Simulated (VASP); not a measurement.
Input of a VASP 6.6.1 run:

File INCAR:

```
  PREC = Accurate
  ENCUT = 520
  EDIFF = 1E-6
  ISMEAR = 0
  SIGMA = 0.05
  LREAL = F
  LASPH = T
  NELM = 100
  ALGO = Normal
  ISIF = 2
  LWAVE = F
  LCHARG = F
  GGA = PS
  NBANDS = 48
```

Contents of KPOINTS:

```
Automatic mesh
0
Gamma
  6 7 3
```

POSCAR

```
InSe
1.0
    1.6051187225      0.0000000000     -4.2720903381
    0.0000000000      4.1105485099      0.0000000000
   10.6262698072      0.0000000000      2.9798734569
In Se
4 4
Direct
    0.7410079335      0.0000000000      0.3858026583
    0.0910079335      0.5000000000      0.8858026583
   -0.0410079335      0.0000000000      0.6141973417
    0.6089920665      0.5000000000      0.1141973417
   -0.0291819165      0.0000000000      0.1547212196
    0.3208180835      0.5000000000      0.6547212196
    0.7291819165      0.0000000000      0.8452787804
    0.3791819165      0.5000000000      0.3452787804
```

Potentials or basis: VASP PAW PBE potentials, release 64 (In_d, Se).

The run is started by

```bash
$ cat potpaw_PBE.64/In_d/POTCAR potpaw_PBE.64/Se/POTCAR > POTCAR
$ mpirun -np 1 vasp_std > vasp.out
```

(1) Predict the band gap on the k mesh.

(2) What does it give for the largest force?

(3) Predict the pressure.

Answers

(1) zero (bands 38 and 39 overlap by 0.07 eV).

(2) 0.896 eV/Å.

(3) 0.5 GPa.

Caveat: the cell differs from its parent crystal (the part above a cut slid along it); the PAW data sets were made with another functional, which shifts forces and pressure a little; spin-orbit coupling is left out, which moves the levels of the heavy elements.
